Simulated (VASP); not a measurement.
# MgO (I4mm) in VASP: further runs, part 2 of 2

VASP 6.6.1. Earlier steps stand in the parts before.

## (3) Single point, PBE

INCAR reads:

```
SYSTEM = MgO
PREC = Accurate
ENCUT = 600
EDIFF = 1E-6
ISMEAR = 0
SIGMA = 0.05
LREAL = .FALSE.
LASPH = .TRUE.
NELM = 120
ALGO = Normal
ISIF = 2
LWAVE = .FALSE.
LCHARG = .FALSE.
GGA = PE
NBANDS = 11
GGA_COMPAT = .FALSE.
```

KPOINTS reads:

```
regular mesh
0
G
  10 10 10
  0 0 0
```

POSCAR reads:

```
MgO
1.0
    0.0000000000      2.1448745921      2.1448745921
    2.1448745921      0.0000000000      2.1448745921
    2.1448745921      2.1448745921      0.0000000000
Mg O
1 1
Direct
    0.0266123684      0.0266123684     -0.0266123684
    0.4595716224      0.4595716224      0.5404283776
```

Potentials or basis: VASP PAW PBE potentials, release 64 (Mg, O).

Run with:

```console
> cat potpaw_PBE.64/Mg/POTCAR potpaw_PBE.64/O/POTCAR > POTCAR
> mpirun -np 1 vasp_std > vasp.out
```

OUTCAR:

```text
SYSTEM = MgO
   PREC = Accurate
   ENCUT = 600
   EDIFF = 1E-6
   ISMEAR = 0
   LREAL = .FALSE.
   LASPH = .TRUE.
   NELM = 120
   ISIF = 2
   GGA = PE

 ion  position               nearest neighbor table
   1  0.027  0.027  0.973-   2 1.86   2 2.16   2 2.16   2 2.16   2 2.16   2 2.43
   2  0.460  0.460  0.540-   1 1.86   1 2.16   1 2.16   1 2.16   1 2.16   1 2.43

  LATTYP: Found a face centered cubic cell.
 ALAT       =     4.2897491842

  Lattice vectors:

 A1 = (   0.0000000000,   2.1448745921,   2.1448745921)
 A2 = (   2.1448745921,   0.0000000000,   2.1448745921)
[... 522 lines left out ...]

  FORCE on cell =-STRESS in cart. coord.  units (eV):
  Direction    XX          YY          ZZ          XY          YZ          ZX
  --------------------------------------------------------------------------------------
  -------------------------------------------------------------------------------------
  Total       -0.7074038     -0.7074038      2.5402054      0.0000000      0.0000000     -0.0000000
  in kB      -57.4304526    -57.4304526    206.2261353      0.0000000      0.0000000     -0.0000000
  external PRESSURE =      30.4550767 kB  Pullay stress =       0.0000000 kB

 VOLUME and BASIS-vectors are now :
 -----------------------------------------------------------------------------
  energy-cutoff  :      600.00
  volume of cell :       19.73
      direct lattice vectors                 reciprocal lattice vectors
     0.000000000  2.144874592  2.144874592    -0.233113862  0.233113862  0.233113862
     2.144874592  0.000000000  2.144874592     0.233113862 -0.233113862  0.233113862
     2.144874592  2.144874592  0.000000000     0.233113862  0.233113862 -0.233113862

 POSITION                                       TOTAL-FORCE (eV/Angst)
 -----------------------------------------------------------------------------------
      2.14487      2.14487      0.11416         0.000000      0.000000     -2.056703
      2.14487      2.14487      1.97145         0.000000      0.000000      2.056703
 -----------------------------------------------------------------------------------
    total drift:                               -0.000000     -0.000000      0.000677

  FREE ENERGIE OF THE ION-ELECTRON SYSTEM (eV)
  ---------------------------------------------------
  free  energy   TOTEN  =       -11.6745652807 eV

  energy  without entropy=      -11.6745652807  energy(sigma->0) =      -11.67456528
```

OSZICAR:

```text
N       E                     dE             d eps       ncg     rms          rms(c)
DAV:   1     0.195654066970E+02    0.19565E+02   -0.48865E+03  2452   0.725E+02
DAV:   2    -0.125152933444E+02   -0.32081E+02   -0.31325E+02  2558   0.148E+02
DAV:   3    -0.133655018684E+02   -0.85021E+00   -0.84949E+00  2734   0.216E+01
DAV:   4    -0.133678471454E+02   -0.23453E-02   -0.23452E-02  2457   0.128E+00
DAV:   5    -0.133678552799E+02   -0.81345E-05   -0.81344E-05  2694   0.740E-02    0.748E+00
DAV:   6    -0.117004168197E+02    0.16674E+01   -0.99015E+00  2430   0.170E+01    0.236E+00
DAV:   7    -0.116822711819E+02    0.18146E-01   -0.74769E-02  2514   0.233E+00    0.139E+00
DAV:   8    -0.116752237999E+02    0.70474E-02   -0.36258E-02  2388   0.210E+00    0.277E-01
DAV:   9    -0.116744684377E+02    0.75536E-03   -0.28662E-03  2610   0.384E-01    0.814E-02
DAV:  10    -0.116745630757E+02   -0.94638E-04   -0.22913E-04  2490   0.122E-01    0.148E-02
DAV:  11    -0.116745660522E+02   -0.29765E-05   -0.13842E-05  2676   0.305E-02    0.143E-02
DAV:  12    -0.116745652807E+02    0.77145E-06   -0.78542E-06  2406   0.211E-02
   1 F= -.11674565E+02 E0= -.11674565E+02  d E =-.316718E-14
```

Run time: 7.4 s. Hardware: 1 thread of Intel Xeon 6975P-C (Granite Rapids), shared host; peak memory 0.15 GiB.

Results:

```
Free energy            : -11.6746 eV
Pressure               : 3.0 GPa
Largest force          : 2.057 eV/Å
Band gap on the k mesh : 4.20 eV, direct
```

Forces in eV/Å, atoms in the order of the input:
```
Mg   0.000  0.000 -2.057
O    0.000  0.000  2.057
```

Levels at points of the mesh, in eV from the valence-band top:
```csv
k point,band 1,band 2,band 3,band 4,band 5,band 6,band 7,band 8
"(0.00, 0.00, 0.00)",-16.96,-0.10,0.00,0.00,4.20,15.69,15.85,15.85
"(0.50, 0.00, 0.00)",-15.84,-4.31,-0.57,-0.53,7.63,11.74,15.75,16.00
"(0.50, 0.50, 0.00)",-15.60,-3.72,-1.22,-1.22,8.99,9.13,12.62,18.27
"(0.00, 0.50, 0.50)",-15.59,-3.80,-1.29,-1.24,9.10,9.32,12.61,18.08
```

Caveat: forces of over 1 eV/Å act on the atoms, so gaps and moduli don't describe the material at rest.

## (4) Single point, PBE

This run uses another cell than the first one, of 10.12 Å³/atom, 1.025 times its volume.

INCAR reads:

```
ALGO = Normal
EDIFF = 1E-6
ENCUT = 600
GGA = PE
GGA_COMPAT = False
ISIF = 2
ISMEAR = 0
LASPH = True
LCHARG = False
LREAL = False
LWAVE = False
NBANDS = 11
NELM = 120
PREC = Accurate
SIGMA = 0.05
```

KPOINTS reads:

```
k-points
0
Gamma
  10 10 10
```

POSCAR reads:

```
MgO
1.0
    0.0000000000      2.1627432290      2.1627432290
    2.1627432290      0.0000000000      2.1627432290
    2.1627432290      2.1627432290      0.0000000000
Mg O
1 1
Direct
    0.0199592763      0.0199592763     -0.0199592763
    0.4696787168      0.4696787168      0.5303212832
```

Run with:

```console
> cat potpaw_PBE.64/Mg/POTCAR potpaw_PBE.64/O/POTCAR > POTCAR
> mpirun -np 1 vasp_std > vasp.out
```

Run time: 8.4 s. Hardware: 1 thread of Intel Xeon 6975P-C (Granite Rapids), shared host; peak memory 0.16 GiB.

It converged, with:

```
Free energy            : -11.7857 eV
Pressure               : -3.9 GPa
Largest force          : 1.121 eV/Å
Band gap on the k mesh : 3.99 eV, direct
```

Forces in eV/Å, atoms in the order of the input:
```
Mg   0.000  0.000 -1.121
O    0.000  0.000  1.121
```

Stress tensor (GPa, compression positive):
```
-8.26  0.00  0.00
 0.00 -8.26  0.00
 0.00  0.00  4.73
```

Levels at points of the mesh, in eV from the valence-band top:
```tsv
k point	band 1	band 2	band 3	band 4	band 5	band 6	band 7	band 8	band 9
(0.00, 0.00, 0.00)	-16.86	-0.06	0.00	0.00	3.99	15.46	15.54	15.54	19.00
(0.50, 0.00, 0.00)	-15.78	-4.25	-0.56	-0.54	7.44	11.56	15.50	15.66	19.63
(0.50, 0.50, 0.00)	-15.56	-3.70	-1.21	-1.21	8.90	9.06	12.34	17.86	17.86
(0.00, 0.50, 0.50)	-15.55	-3.73	-1.25	-1.23	8.97	9.16	12.32	17.75	18.11
```

Caveat: forces of over 1 eV/Å act on the atoms, so gaps and moduli don't describe the material at rest.

## (5) Single point, PBE

This run uses another cell than the first one, of 10.12 Å³/atom, 1.025 times its volume.

INCAR reads:

```
SYSTEM = MgO
PREC     = Accurate       ! precision mode
ENCUT    = 600            ! plane-wave cutoff, eV
EDIFF    = 1E-6           ! SCF threshold, eV
ISMEAR   = 0              ! smearing method
SIGMA    = 0.05           ! smearing width, eV
LREAL    = .False.        ! projectors in reciprocal space
LASPH    = .True.         ! aspherical terms in the spheres
NELM     = 120            ! most SCF steps
ALGO     = Normal         ! electronic algorithm
ISIF     = 2              ! what is computed and relaxed
LWAVE    = .False.        ! write WAVECAR
LCHARG   = .False.        ! write CHGCAR
GGA      = PE             ! functional
NBANDS   = 11             ! bands
GGA_COMPAT= .False.
```

KPOINTS reads:

```
regular mesh
0
Gamma
  10 10 10
  0 0 0
```

POSCAR reads:

```
MgO
1.0
    0.0000000000      2.1627432290      2.1627432290
    2.1627432290      0.0000000000      2.1627432290
    2.1627432290      2.1627432290      0.0000000000
Mg O
1 1
Direct
    0.0332654605      0.0332654605     -0.0332654605
    0.4494645280      0.4494645280      0.5505354720
```

Run with:

```console
> cat potpaw_PBE.64/Mg/POTCAR potpaw_PBE.64/O/POTCAR > POTCAR
> mpirun -np 1 vasp_std > vasp.out
```

Run time: 8.5 s. Hardware: 1 thread of Intel Xeon 6975P-C (Granite Rapids), shared host; peak memory 0.16 GiB.

It converged, with:

- Free energy: -11.5068 eV
- Pressure: 4.2 GPa
- Largest force: 2.970 eV/Å
- Band gap on the k mesh: 3.99 eV, direct

Forces on the atoms (eV/Å):
```
Mg   0.000  0.000 -2.970
O    0.000  0.000  2.970
```

Stress tensor (GPa, compression positive):
```
-9.12  0.00  0.00
 0.00 -9.12  0.00
 0.00  0.00 30.81
```

Levels at points of the mesh, in eV from the valence-band top:
| k point | band 1 | band 2 | band 3 | band 4 | band 5 | band 6 | band 7 | band 8 |
| --- | --- | --- | --- | --- | --- | --- | --- | --- |
| (0.00, 0.00, 0.00) | -16.83 | -0.14 | 0.00 | 0.00 | 3.99 | 15.65 | 15.88 | 15.88 |
| (0.50, 0.00, 0.00) | -15.78 | -4.18 | -0.54 | -0.48 | 7.52 | 11.37 | 15.52 | 15.85 |
| (0.50, 0.50, 0.00) | -15.56 | -3.55 | -1.16 | -1.16 | 8.59 | 9.13 | 12.37 | 17.97 |
| (0.00, 0.50, 0.50) | -15.54 | -3.67 | -1.26 | -1.19 | 8.75 | 9.41 | 12.40 | 17.71 |

Caveat: forces of over 1 eV/Å act on the atoms, so gaps and moduli don't describe the material at rest. PBE gaps usually lie below the measured ones, often by a third to a half.
